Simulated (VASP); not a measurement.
# Al (P6_3/mmc) in VASP: settings compared, part 2 of 2

VASP 6.6.1. Earlier steps stand in the parts before.

### Step 4. Relaxation of cell and atoms, r2SCAN+D4

Contents of POSCAR:

```
Al
1.0
    2.8124553500      0.0000000000      0.0000000000
   -1.4062276800      2.4356577800      0.0000000000
    0.0000000000      0.0000000000      4.8668500000
Al
2
Direct
    0.6666666700      0.3333333300      0.7500000000
    0.3333333300      0.6666666700      0.2500000000
```

Contents of INCAR.step1:

```
PREC = Accurate
ENCUT = 600
ISMEAR = -1
SIGMA = 0.3
LREAL = False
LASPH = True
NELM = 80
GGA = PE
ALGO = Normal
EDIFF = 1E-4
LWAVE = True
LCHARG = False
```

Contents of INCAR.step2:

```
PREC = Accurate
ENCUT = 600
EDIFF = 1E-6
ISMEAR = -1
SIGMA = 0.3
LREAL = False
LASPH = True
NELM = 80
ALGO = Normal
ISIF = 3
LWAVE = False
LCHARG = False
METAGGA = R2SCAN
LMIXTAU = True
IVDW = 13
VDW_S6 = 1.0
VDW_S8 = 0.6018749
VDW_A1 = 0.51559235
VDW_A2 = 5.77342911
IBRION = 2
NSW = 80
EDIFFG = -0.01
ISTART = 1
```

Contents of KPOINTS:

```
Automatic mesh
0
Gamma
  7 7 4
```

Potentials or basis: VASP PAW PBE potentials, release 64 (Al).

Started as:

```bash
> cat potpaw_PBE.64/Al/POTCAR > POTCAR
> cp INCAR.step1 INCAR
> mpirun -np 1 vasp_std > vasp.out
> cp INCAR.step2 INCAR
> mpirun -np 1 vasp_std > vasp.out
```

OUTCAR:

```text
PREC = Accurate
   ENCUT = 600
   EDIFF = 1E-6
   ISMEAR = -1
   LREAL = False
   LASPH = True
   NELM = 80
   ISIF = 3
   METAGGA = R2SCAN
   IVDW = 13
   IBRION = 2
   NSW = 80
   EDIFFG = -0.01
   ISTART = 1

 ion  position               nearest neighbor table
   1  0.667  0.333  0.750-   2 2.93   2 2.93   2 2.93   2 2.93   2 2.93   2 2.93
   2  0.333  0.667  0.250-   1 2.93   1 2.93   1 2.93   1 2.93   1 2.93   1 2.93

  LATTYP: Found a hexagonal cell.
 ALAT       =     2.8124553500
 C/A-ratio  =     1.7304630276

  Lattice vectors:

 A1 = (   2.8124553500,   0.0000000000,   0.0000000000)
 A2 = (  -1.4062276800,   2.4356577800,   0.0000000000)
 A3 = (   0.0000000000,   0.0000000000,   4.8668500000)

Analysis of symmetry for initial positions (statically):
=====================================================================
 Subroutine PRICEL returns:
 Original cell was already a primitive cell.

 Routine SETGRP: Setting up the symmetry group for a
 hexagonal supercell.

 Subroutine GETGRP returns: Found 24 space group operations
 (whereof 12 operations were pure point group operations)
 out of a pool of 24 trial point group operations.

The static configuration has the point symmetry D_3d.
 The point group associated with its full space group is D_6h.

Analysis of symmetry for dynamics (positions and initial velocities):
=====================================================================
 Subroutine PRICEL returns:
 Original cell was already a primitive cell.

 Routine SETGRP: Setting up the symmetry group for a
 hexagonal supercell.

 Subroutine GETGRP returns: Found 24 space group operations
 (whereof 12 operations were pure point group operations)
 out of a pool of 24 trial point group operations.

The dynamic configuration has the point symmetry D_3d.
 The point group associated with its full space group is D_6h.

 Subroutine INISYM returns: Found 24 space group operations
 (whereof 12 operations are pure point group operations),
 and found     1 'primitive' translations

----------------------------------------------------------------------------------------

                                     Primitive cell

  volume of cell :      33.3388

  direct lattice vectors                    reciprocal lattice vectors
     2.812455350  0.000000000  0.000000000     0.355561200  0.205283355  0.000000000
    -1.406227680  2.435657780  0.000000000     0.000000000  0.410566709  0.000000000
     0.000000000  0.000000000  4.866850000     0.000000000  0.000000000  0.205471712

  length of vectors
     2.812455350  2.812455352  4.866850000     0.410566710  0.410566709  0.205471712

  position of ions in fractional coordinates (direct lattice)
     0.666666670  0.333333330  0.750000000
     0.333333330  0.666666670  0.250000000

  ion indices of the primitive-cell ions
   primitive index   ion index
                 1           1
                 2           2

----------------------------------------------------------------------------------------

 KPOINTS: Automatic mesh

Automatic generation of k-mesh.
 Grid dimensions read from file:
 generate k-points for:    7    7    4

 Generating k-lattice:

  Cartesian coordinates                     Fractional coordinates (reciprocal lattice)
     0.050794457  0.029326194  0.000000000     0.142857143  0.000000000  0.000000000
     0.000000000  0.058652387  0.000000000     0.000000000  0.142857143  0.000000000
     0.000000000  0.000000000  0.051367928     0.000000000  0.000000000  0.250000000

  Length of vectors
     0.058652387  0.058652387  0.051367928

  Shift w.r.t. Gamma in fractional coordinates (k-lattice)
     0.000000000  0.000000000  0.000000000

 Subroutine IBZKPT returns following result:
 ===========================================

 Found     24 irreducible k-points:

 Following reciprocal coordinates:
            Coordinates               Weight
  0.000000  0.000000  0.000000      1.000000
  0.142857  0.000000  0.000000      6.000000
  0.285714  0.000000  0.000000      6.000000
  0.428571 -0.000000  0.000000      6.000000
  0.142857  0.142857  0.000000      6.000000
  0.285714  0.142857  0.000000     12.000000
[... 16 lines left out ...]
  0.428571  0.142857  0.500000      6.000000
  0.285714  0.285714  0.500000      6.000000
   k-points           NKPTS =     24   k-points in BZ     NKDIM =     24   number of bands    NBANDS=      7
   number of dos      NEDOS =    301   number of ions     NIONS =      2
   total plane-waves  NPLWV =  23040
   dimension x,y,z NGX =    24 NGY =   24 NGZ =   40
   dimension x,y,z NGXF=    48 NGYF=   48 NGZF=   80
   ions per type =               2
   NGX,Y,Z   is equivalent  to a cutoff of  14.19, 14.19, 13.66 a.u.
   NGXF,Y,Z  is equivalent  to a cutoff of  28.37, 28.37, 27.33 a.u.
 SYSTEM =  unknown system
   PREC   = accura    normal or accurate (medium, high low for compatibility)
   ISTART =      1    job   : 0-new  1-cont  2-samecut
   ICHARG =      0    charge: 1-file 2-atom 10-const
   ISPIN  =      1    spin polarized calculation?
   LNONCOLLINEAR =      F non collinear calculations
   LSORBIT =      F    spin-orbit coupling
   LASPH  =      T    aspherical Exc in radial PAW
   ENCUT  =  600.0 eV  44.10 Ry    6.64 a.u.   5.62  5.62  9.72*2*pi/ulx,y,z
   NELM   =     80;   NELMIN=  2; NELMDL=  0     # of ELM steps
   EDIFF  = 0.1E-05   stopping-criterion for ELM
   LREAL  =      F    real-space projection
   EDIFFG = -.1E-01   stopping-criterion for IOM
   NSW    =     80    number of steps for IOM
   IBRION =      2    ionic relax: 0-MD 1-quasi-New 2-CG
   NFREE  =      1    steps in history (QN), initial steepest desc. (CG)
   ISIF   =      3    stress and relaxation
   ISYM   =      2    0-nonsym 1-usesym 2-fastsym
   POTIM  = 0.5000    time-step for ionic-motion
   TEBEG  =    0.0;   TEEND  =   0.0 temperature during run
   PSTRESS=    0.0 pullay stress
   NELECT =       6.0000    total number of electrons
   NUPDOWN=      -1.0000    fix difference up-down
   EMIN   =  10.00;   EMAX   =-10.00  energy-range for DOS
   EFERMI =   0.00;   METHOD = LEGACY
   ISMEAR =    -1;   SIGMA  =   0.30  broadening in eV -4-tet -1-fermi 0-gaus
   EFERMI_NEDOS =   21; number of points for ismear=-14 and -15
   IALGO  =     38    algorithm
   IMIX   =      4    mixing-type and parameters
     AMIX     =   0.40;   BMIX     =  1.00
     AMIX_MAG =   1.60;   BMIX_MAG =  1.00
  volume/ion in A,a.u.               =      16.67       112.49
  Fermi-wavevector in a.u.,A,eV,Ry     =   0.924291  1.746656 11.623640  0.854313
  Thomas-Fermi vector in A             =   2.050021
   LORBIT       =      0    0 simple, 1 ext, 2 COOP (PROOUT), +10 PAW based schemes
   METAGGA = R2SCAN    functional components
   LHFCALC =     F    Hartree Fock is set to
   AEXX    =    0.0000 exact exchange contribution
   IVDW    =    13    specifies the selected vdW correction
   LEPSILON=     F    determine dielectric tensor
   LRPA    =     F    only Hartree local field effects (RPA)
 conjugate gradient relaxation of ions
 non-spin polarized calculation
  energy-cutoff  :      600.00
  volume of cell :       33.34
 maximum number of plane-waves:      1136
 NGX is ok and might be reduce to    24
   NGX = 11   NGY = 11   NGZ = 19

--------------------------------------- Ionic step        1  -------------------------------------------

 number of electron       6.0000000 magnetization

 Free energy of the ion-electron system (eV)
  ---------------------------------------------------
  ext. energy  EPLUGINS =         0.00000000
  ---------------------------------------------------
  free energy    TOTEN  =       -13.48641949 eV

  energy without entropy =      -13.24953252  energy(sigma->0) =      -13.36797601

------------------------ aborting loop because EDIFF is reached ----------------------------------------

  DFT-D4 for vdW energy calculation

  Edisp (eV):   -0.23440

  FORCE on cell =-STRESS in cart. coord.  units (eV):
  Direction    XX          YY          ZZ          XY          YZ          ZX
  --------------------------------------------------------------------------------------
  -------------------------------------------------------------------------------------
  Total      -0.57672    -0.57672    -1.21561     0.00000    -0.00000     0.00000
  in kB     -27.71553   -27.71553   -58.41903     0.00000    -0.00000     0.00000
  external pressure =      -37.95 kB  Pullay stress =        0.00 kB
[... 261 lines left out ...]
  energy  without entropy=      -13.5349652376  energy(sigma->0) =      -13.64511982

--------------------------------------- Ionic step        8  -------------------------------------------

 number of electron       6.0000000 magnetization

 Free energy of the ion-electron system (eV)
  ---------------------------------------------------
  ext. energy  EPLUGINS =         0.00000000
  ---------------------------------------------------
  free energy    TOTEN  =       -13.51035867 eV

  energy without entropy =      -13.29057046  energy(sigma->0) =      -13.40046457

 E-fermi :   8.3905     XC(G=0): -11.0604

 val. band max:        8.0967235168   @ k =   0.2857   0.1429   0.0000
 cond. band min:       8.6111721574   @ k =   0.4286  -0.0000   0.2500
 fundamental gap:      0.5144486406
 Fermi energy:         8.3905378818

 k-point     1 :       0.0000    0.0000    0.0000
  band No.  band energies     occupation
      1      -3.6990      2.00000
      2       3.2656      2.00000
      3       3.8404      2.00000
      4      20.0920      0.00000
      5      20.0920      0.00000
      6      20.2954      0.00000
      7      20.2954      0.00000
[... 261 lines left out ...]
  FREE ENERGIE OF THE ION-ELECTRON SYSTEM (eV)
  ---------------------------------------------------
  free  energy   TOTEN  =       -13.7554213650 eV

  energy  without entropy=      -13.5356331579  energy(sigma->0) =      -13.64552726

 reached required accuracy - stopping structural energy minimisation
```

Run time: 2.2 min. Hardware: 1 thread of AMD EPYC 9R45 (Zen 5), shared host; peak memory 0.12 GiB.

What came out:

```
Free energy                            : -13.7554 eV
Relaxed volume                         : 15.87 Å³/atom
Relaxed cell                           : a = 2.821 Å, b = 2.821 Å, c = 4.605 Å, α = 90.00°, β = 90.00°, γ = 120.00°
Space group after relaxing (to 0.05 Å) : P6_3/mmc (No. 194)
Energy gained by relaxing              : 17.3 meV/atom
Ionic steps                            : 8
Pressure after relaxing                : 0.0 GPa
Band gap on the k mesh                 : zero (band 3 reaches 13.03 eV, above the bottom of band 4 at 5.41 eV)
Dispersion energy per atom             : -0.123 eV
```

The path:
```tsv
step	energy change (eV)	largest force (eV/Å)	pressure (GPa)	volume (Å³)
1	0.0000	0.0000	-3.80	33.34
2	-0.0252	0.0000	0.91	31.47
3	-0.0253	0.0000	0.58	31.58
4	-0.0309	0.0000	0.47	31.59
5	-0.0344	0.0000	0.47	31.60
6	-0.0344	0.0000	0.48	31.59
7	-0.0345	0.0000	-0.32	31.88
8	-0.0346	0.0000	0.05	31.74
```

Final structure:
```cif
data_structure
_symmetry_space_group_name_H-M 'P 1'
_symmetry_Int_Tables_number 1
_cell_length_a 2.8211
_cell_length_b 2.8211
_cell_length_c 4.6055
_cell_angle_alpha 90.000
_cell_angle_beta 90.000
_cell_angle_gamma 120.000
_cell_volume 31.74
loop_
_atom_site_label
_atom_site_type_symbol
_atom_site_fract_x
_atom_site_fract_y
_atom_site_fract_z
_atom_site_occupancy
Al1 Al 0.66667 0.33333 0.75000 1
Al2 Al 0.33333 0.66667 0.25000 1
```

Caveat: the k points lie up to 0.37 Å⁻¹ apart in the final cell; the PAW data sets were made with another functional, which shifts forces and pressure a little; pairwise dispersion overbinds metals, which lowers pressure and volume.

### Step 5. Summary

```csv
level,gap on the mesh (eV),pressure (GPa),relaxed volume (Å³/atom)
BLYP+D3(BJ),none,0.0,15.83
PBEsol+D3(BJ),none,0.0,15.82
r2SCAN+D4,none,0.0,15.87
```

Alike in all rows: task relaxation of cell and atoms; potentials or basis VASP PAW PBE potentials, release 64 (Al); no spin polarisation; cell relaxed; k mesh 7 × 7 × 4; cutoff (eV) 600; smearing fermi-dirac 0.3 eV.

Caveats: all runs use coarse meshes; the PAW data sets were made with another functional, which shifts forces and pressure a little; pairwise dispersion overbinds metals, which lowers pressure and volume.

Absolute energies hang on the potentials; compare differences alone.
